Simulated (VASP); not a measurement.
# Ag3SnSe (P6/mmm) in VASP: further runs

Ag3SnSe is run at these levels: PBE; tasks: relaxation of cell and atoms, single point.

All numbers are computed with VASP 6.6.1; they aren't measurements. Logs are shortened: lines on timing, memory, paths and dates and some standing lists are left out, and cuts for length are marked.

## Step 1: The cell of the first run

It takes space group P6/mmm (No. 191, hexagonal). The conventional cell has a = 5.140 Å, b = 5.140 Å, c = 6.197 Å, α = 90.00°, β = 90.00°, γ = 120.00°. Within 3.4 Å of Ag (site symmetry mmm) lie 2 Se at 2.57 Å and 4 Ag at 2.57 Å. Within 4.1 Å of Sn (site symmetry 6/mmm) lie 2 Se at 3.10 Å and 12 Ag at 4.03 Å. Within 3.4 Å of Se (site symmetry 6/mmm) lie 6 Ag at 2.57 Å and 2 Sn at 3.10 Å.

The cell was built from a structure type or drawn by symmetry, and may not be a known phase.

## Step 2: Relaxation of cell and atoms, PBE

Contents of INCAR:

```
SYSTEM = Ag3SnSe
PREC = Accurate ; ENCUT = 600
EDIFF = 1E-6 ; ISMEAR = 0
SIGMA = 0.1 ; LREAL = .False.
LASPH = .True. ; NELM = 100
ALGO = Normal ; ISIF = 3
LWAVE = .False. ; LCHARG = .False.
GGA = PE ; IBRION = 2
NSW = 90 ; EDIFFG = -0.04
```

Contents of KPOINTS:

```
Automatic mesh
0
Gamma
  6 6 4
  0 0 0
```

Contents of POSCAR:

```
Ag3SnSe
1.0
    5.1401579200      0.0000000000      0.0000000000
   -2.5700789600      4.4515073400      0.0000000000
    0.0000000000      0.0000000000      6.1969240400
Ag Sn Se
3 1 1
Direct
    0.5000000000      0.0000000000      0.5000000000
    0.0000000000      0.5000000000      0.5000000000
    0.5000000000      0.5000000000      0.5000000000
    0.0000000000      0.0000000000      0.0000000000
    0.0000000000      0.0000000000      0.5000000000
```

Potentials or basis: VASP PAW PBE potentials, release 64 (Ag, Sn_d, Se).

On the command line:

```console
$ cat potpaw_PBE.64/Ag/POTCAR potpaw_PBE.64/Sn_d/POTCAR potpaw_PBE.64/Se/POTCAR > POTCAR
$ mpirun -np 1 vasp_std > vasp.out
```

OUTCAR:

```text
SYSTEM = Ag3SnSe
   PREC = Accurate
   ENCUT = 600
   EDIFF = 1E-6
   ISMEAR = 0
   LREAL = .False.
   LASPH = .True.
   NELM = 100
   ISIF = 3
   GGA = PE
   IBRION = 2
   NSW = 90
   EDIFFG = -0.04

 ion  position               nearest neighbor table
   1  0.500  0.000  0.500-   5 2.57   5 2.57   2 2.57   3 2.57   3 2.57   2 2.57
   2  0.000  0.500  0.500-   3 2.57   3 2.57   5 2.57   5 2.57   1 2.57   1 2.57
   3  0.500  0.500  0.500-   2 2.57   2 2.57   5 2.57   1 2.57   1 2.57   5 2.57
   4  0.000  0.000  0.000-   5 3.10   5 3.10
   5  0.000  0.000  0.500-   1 2.57   1 2.57   3 2.57   2 2.57   2 2.57   3 2.57   4 3.10   4 3.10

  LATTYP: Found a hexagonal cell.
 ALAT       =     5.1401579200
 C/A-ratio  =     1.2055902049

  Lattice vectors:

 A1 = (   5.1401579200,   0.0000000000,   0.0000000000)
 A2 = (  -2.5700789600,   4.4515073400,   0.0000000000)
 A3 = (   0.0000000000,   0.0000000000,   6.1969240400)

Analysis of symmetry for initial positions (statically):
=====================================================================
 Subroutine PRICEL returns:
 Original cell was already a primitive cell.

 Routine SETGRP: Setting up the symmetry group for a
 hexagonal supercell.

 Subroutine GETGRP returns: Found 24 space group operations
 (whereof 24 operations were pure point group operations)
 out of a pool of 24 trial point group operations.

The static configuration has the point symmetry D_6h.

Analysis of symmetry for dynamics (positions and initial velocities):
=====================================================================
 Subroutine PRICEL returns:
 Original cell was already a primitive cell.

 Routine SETGRP: Setting up the symmetry group for a
 hexagonal supercell.

 Subroutine GETGRP returns: Found 24 space group operations
 (whereof 24 operations were pure point group operations)
 out of a pool of 24 trial point group operations.

The dynamic configuration has the point symmetry D_6h.

 Subroutine INISYM returns: Found 24 space group operations
 (whereof 24 operations are pure point group operations),
 and found     1 'primitive' translations

----------------------------------------------------------------------------------------

                                     Primitive cell

  volume of cell :     141.7946

  direct lattice vectors                    reciprocal lattice vectors
     5.140157920  0.000000000  0.000000000     0.194546552  0.112321504  0.000000000
    -2.570078960  4.451507340  0.000000000     0.000000000  0.224643008  0.000000000
     0.000000000  0.000000000  6.196924040     0.000000000  0.000000000  0.161370382

  length of vectors
     5.140157920  5.140157922  6.196924040     0.224643008  0.224643008  0.161370382

  position of ions in fractional coordinates (direct lattice)
     0.500000000  0.000000000  0.500000000
     0.000000000  0.500000000  0.500000000
     0.500000000  0.500000000  0.500000000
     0.000000000  0.000000000  0.000000000
     0.000000000  0.000000000  0.500000000

  ion indices of the primitive-cell ions
   primitive index   ion index
                 1           1
                 2           2
                 3           3
                 4           4
                 5           5

----------------------------------------------------------------------------------------

 KPOINTS: Automatic mesh

Automatic generation of k-mesh.
 Grid dimensions read from file:
 generate k-points for:    6    6    4

 Generating k-lattice:

  Cartesian coordinates                     Fractional coordinates (reciprocal lattice)
     0.032424425  0.018720251  0.000000000     0.166666667  0.000000000  0.000000000
     0.000000000  0.037440501  0.000000000     0.000000000  0.166666667  0.000000000
     0.000000000  0.000000000  0.040342596     0.000000000  0.000000000  0.250000000

  Length of vectors
     0.037440501  0.037440501  0.040342596

  Shift w.r.t. Gamma in fractional coordinates (k-lattice)
     0.000000000  0.000000000  0.000000000

 Subroutine IBZKPT returns following result:
 ===========================================

 Found     21 irreducible k-points:

 Following reciprocal coordinates:
            Coordinates               Weight
  0.000000  0.000000  0.000000      1.000000
  0.166667  0.000000  0.000000      6.000000
  0.333333  0.000000  0.000000      6.000000
  0.500000  0.000000  0.000000      3.000000
  0.166667  0.166667  0.000000      6.000000
  0.333333  0.166667  0.000000     12.000000
[... 13 lines left out ...]
  0.333333  0.166667  0.500000     12.000000
  0.333333  0.333333  0.500000      2.000000
   k-points           NKPTS =     21   k-points in BZ     NKDIM =     21   number of bands    NBANDS=     31
   number of dos      NEDOS =    301   number of ions     NIONS =      5
   total plane-waves  NPLWV =  88200
   dimension x,y,z NGX =    42 NGY =   42 NGZ =   50
   dimension x,y,z NGXF=    84 NGYF=   84 NGZF=  100
   ions per type =               3   1   1
   NGX,Y,Z   is equivalent  to a cutoff of  13.58, 13.58, 13.41 a.u.
   NGXF,Y,Z  is equivalent  to a cutoff of  27.17, 27.17, 26.83 a.u.
 SYSTEM =  Ag3SnSe
   PREC   = accura    normal or accurate (medium, high low for compatibility)
   ISTART =      0    job   : 0-new  1-cont  2-samecut
   ICHARG =      2    charge: 1-file 2-atom 10-const
   ISPIN  =      1    spin polarized calculation?
   LNONCOLLINEAR =      F non collinear calculations
   LSORBIT =      F    spin-orbit coupling
   LASPH  =      T    aspherical Exc in radial PAW
   ENCUT  =  600.0 eV  44.10 Ry    6.64 a.u.  10.27 10.27 12.38*2*pi/ulx,y,z
   NELM   =    100;   NELMIN=  2; NELMDL= -5     # of ELM steps
   EDIFF  = 0.1E-05   stopping-criterion for ELM
   LREAL  =      F    real-space projection
   EDIFFG = -.4E-01   stopping-criterion for IOM
   NSW    =     90    number of steps for IOM
   IBRION =      2    ionic relax: 0-MD 1-quasi-New 2-CG
   NFREE  =      1    steps in history (QN), initial steepest desc. (CG)
   ISIF   =      3    stress and relaxation
   ISYM   =      2    0-nonsym 1-usesym 2-fastsym
   POTIM  = 0.5000    time-step for ionic-motion
   TEBEG  =    0.0;   TEEND  =   0.0 temperature during run
   PSTRESS=    0.0 pullay stress
   NELECT =      53.0000    total number of electrons
   NUPDOWN=      -1.0000    fix difference up-down
   EMIN   =  10.00;   EMAX   =-10.00  energy-range for DOS
   EFERMI =   0.00;   METHOD = LEGACY
   ISMEAR =     0;   SIGMA  =   0.10  broadening in eV -4-tet -1-fermi 0-gaus
   EFERMI_NEDOS =   21; number of points for ismear=-14 and -15
   IALGO  =     38    algorithm
   IMIX   =      4    mixing-type and parameters
     AMIX     =   0.40;   BMIX     =  1.00
     AMIX_MAG =   1.60;   BMIX_MAG =  1.00
  volume/ion in A,a.u.               =      28.36       191.38
  Fermi-wavevector in a.u.,A,eV,Ry     =   1.179271  2.228499 18.921345  1.390680
  Thomas-Fermi vector in A             =   2.315585
   LORBIT       =      0    0 simple, 1 ext, 2 COOP (PROOUT), +10 PAW based schemes
   GGA     = PE    functional components
   LHFCALC =     F    Hartree Fock is set to
   AEXX    =    0.0000 exact exchange contribution
   IVDW    =     0    specifies the selected vdW correction
   LEPSILON=     F    determine dielectric tensor
   LRPA    =     F    only Hartree local field effects (RPA)
 conjugate gradient relaxation of ions
 non-spin polarized calculation
 Gauss-broadening in eV      SIGMA  =   0.10
  energy-cutoff  :      600.00
  volume of cell :      141.79
 maximum number of plane-waves:      4764
 NGX is ok and might be reduce to    42
   NGX = 21   NGY = 21   NGZ = 25

--------------------------------------- Ionic step        1  -------------------------------------------

 number of electron      53.0000009 magnetization

 Free energy of the ion-electron system (eV)
  ---------------------------------------------------
  ext. energy  EPLUGINS =         0.00000000
  ---------------------------------------------------
  free energy    TOTEN  =       -11.93108718 eV

  energy without entropy =      -11.89855063  energy(sigma->0) =      -11.91481891

------------------------ aborting loop because EDIFF is reached ----------------------------------------

  FORCE on cell =-STRESS in cart. coord.  units (eV):
  Direction    XX          YY          ZZ          XY          YZ          ZX
  --------------------------------------------------------------------------------------
  -------------------------------------------------------------------------------------
  Total       14.5818753     14.5818753     -2.0176111      0.0000000      0.0000000     -0.0000000
  in kB      164.7647230    164.7647232    -22.7975574      0.0000000      0.0000000     -0.0000000
  external PRESSURE =     102.2439629 kB  Pullay stress =       0.0000000 kB

 VOLUME and BASIS-vectors are now :
 -----------------------------------------------------------------------------
  energy-cutoff  :      600.00
  volume of cell :      141.79
      direct lattice vectors                 reciprocal lattice vectors
     5.140157920  0.000000000  0.000000000     0.194546552  0.112321504  0.000000000
    -2.570078960  4.451507340  0.000000000     0.000000000  0.224643008  0.000000000
     0.000000000  0.000000000  6.196924040     0.000000000  0.000000000  0.161370382
[... 157 lines left out ...]
 POSITION                                       TOTAL-FORCE (eV/Angst)
 -----------------------------------------------------------------------------------
      2.80925      0.00000      2.98870        -0.000000      0.000000      0.000000
     -1.40462      2.43288      2.98870        -0.000000      0.000000      0.000000
      1.40462      2.43288      2.98870         0.000000      0.000000      0.000000
      0.00000      0.00000      5.97739        -0.000000      0.000000      0.000000
      0.00000      0.00000      2.98870        -0.000000      0.000000      0.000000
 -----------------------------------------------------------------------------------
    total drift:                                0.000000     -0.000000     -0.000000

  FREE ENERGIE OF THE ION-ELECTRON SYSTEM (eV)
  ---------------------------------------------------
  free  energy   TOTEN  =       -13.0971170270 eV

  energy  without entropy=      -13.0697659959  energy(sigma->0) =      -13.08344151

--------------------------------------- Ionic step        6  -------------------------------------------

 number of electron      53.0000004 magnetization

 Free energy of the ion-electron system (eV)
  ---------------------------------------------------
  ext. energy  EPLUGINS =         0.00000000
  ---------------------------------------------------
  free energy    TOTEN  =       -13.12097749 eV

  energy without entropy =      -13.09679502  energy(sigma->0) =      -13.10888625

 E-fermi :   3.2997     XC(G=0):  -8.5978

 val. band max:        3.2879873845   @ k =   0.3333   0.1667   0.5000
 cond. band min:       3.3063429258   @ k =   0.1667   0.0000   0.5000
 fundamental gap:      0.0183555413
 Fermi energy:         3.2997083715

 k-point     1 :       0.0000    0.0000    0.0000
  band No.  band energies     occupation
      1     -18.7596      2.00000
      2     -18.7596      2.00000
      3     -18.7441      2.00000
      4     -18.7330      2.00000
      5     -18.7330      2.00000
      6     -10.3709      2.00000
[... 725 lines left out ...]
 POSITION                                       TOTAL-FORCE (eV/Angst)
 -----------------------------------------------------------------------------------
      2.81052      0.00000      2.90743        -0.000000      0.000000      0.000000
      4.21578      2.43398      2.90743         0.000000      0.000000      0.000000
      1.40526      2.43398      2.90743        -0.000000      0.000000      0.000000
      5.62103      0.00000     -0.00000        -0.000000      0.000000      0.000000
      5.62103      0.00000      2.90743        -0.000000      0.000000      0.000000
 -----------------------------------------------------------------------------------
    total drift:                                0.000000      0.000000     -0.000000

  FREE ENERGIE OF THE ION-ELECTRON SYSTEM (eV)
  ---------------------------------------------------
  free  energy   TOTEN  =       -13.1209774869 eV

  energy  without entropy=      -13.0967950179  energy(sigma->0) =      -13.10888625

 reached required accuracy - stopping structural energy minimisation
```

Run time: 9.1 min. Hardware: 1 thread of Oxide Virtual Turin-like, shared host; peak memory 0.34 GiB.

What came out:

```
Free energy                           : -13.1210 eV
Relaxed volume                        : 31.82 Å³/atom
Relaxed cell                          : a = 5.621 Å, b = 5.621 Å, c = 5.815 Å, α = 90.00°, β = 90.00°, γ = 120.00°
Space group after relaxing (to 0.1 Å) : P6/mmm (No. 191)
Energy gained by relaxing             : 238.0 meV/atom
Ionic steps                           : 6
Pressure after relaxing               : 0.0 GPa
Band gap on the k mesh                : zero (an odd number of electrons rules out a gap without spin polarisation)
```

Stress tensor (GPa, compression positive):
```
 0.00  0.00  0.00
 0.00  0.00  0.00
 0.00  0.00 -0.11
```

The path:
```
step  energy change (eV)  largest force (eV/Å)  pressure (GPa)  volume (Å³)
   1              0.0000                0.0000           10.22       141.79
   2             -0.9352                0.0000           -3.27       180.91
   3             -1.1179                0.0000           -0.74       166.18
   4             -1.1186                0.0000           -0.95       167.11
   5             -1.1660                0.0000           -0.60       163.41
   6             -1.1899                0.0000           -0.03       159.11
```

Final structure:
```yaml
crystal:
  lattice:
    - [5.62103, 0.00000, 0.00000]
    - [-2.81052, 4.86796, 0.00000]
    - [0.00000, 0.00000, 5.81486]
  atoms:
    - { symbol: Ag, position: [0.50000, 0.00000, 0.50000] }
    - { symbol: Ag, position: [0.00000, 0.50000, 0.50000] }
    - { symbol: Ag, position: [0.50000, 0.50000, 0.50000] }
    - { symbol: Sn, position: [0.00000, 0.00000, 0.00000] }
    - { symbol: Se, position: [0.00000, 0.00000, 0.50000] }
```

Caveat: spin-orbit coupling is left out, which moves the levels of the heavy elements.

(Continued in part 2 of 2.)
